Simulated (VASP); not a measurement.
Input of a VASP 6.6.1 run:

Contents of INCAR:

```
  ALGO = Normal
  EDIFF = 1E-6
  ENCUT = 500
  GGA = PS
  GGA_COMPAT = False
  ISIF = 2
  ISMEAR = 0
  LASPH = True
  LCHARG = False
  LREAL = False
  LWAVE = False
  NBANDS = 13
  NELM = 120
  PREC = Accurate
  SIGMA = 0.05
```

File KPOINTS:

```
k-points
0
Gamma
  7 7 7
```

File POSCAR:

```
Pb
1.0
    0.0000000000      2.4750200000      2.4750200000
    2.4750200000      0.0000000000      2.4750200000
    2.4750200000      2.4750200000      0.0000000000
Pb
1
Direct
    0.0000000000      0.0000000000      0.0000000000
```

Potentials or basis: VASP PAW PBE potentials, release 64 (Pb_d).

The run is started by

```console
$ cat potpaw_PBE.64/Pb_d/POTCAR > POTCAR
$ mpirun -np 1 vasp_std > vasp.out
```

(1) Predict the pressure.

(2) Predict the band gap on the k mesh.

Answers

(1) -0.1 GPa.

(2) zero (band 7 reaches 14.52 eV, above the bottom of band 8 at 5.64 eV).

Caveat: the PAW data sets were made with another functional, which shifts forces and pressure a little; spin-orbit coupling is left out, which moves the levels of the heavy elements.
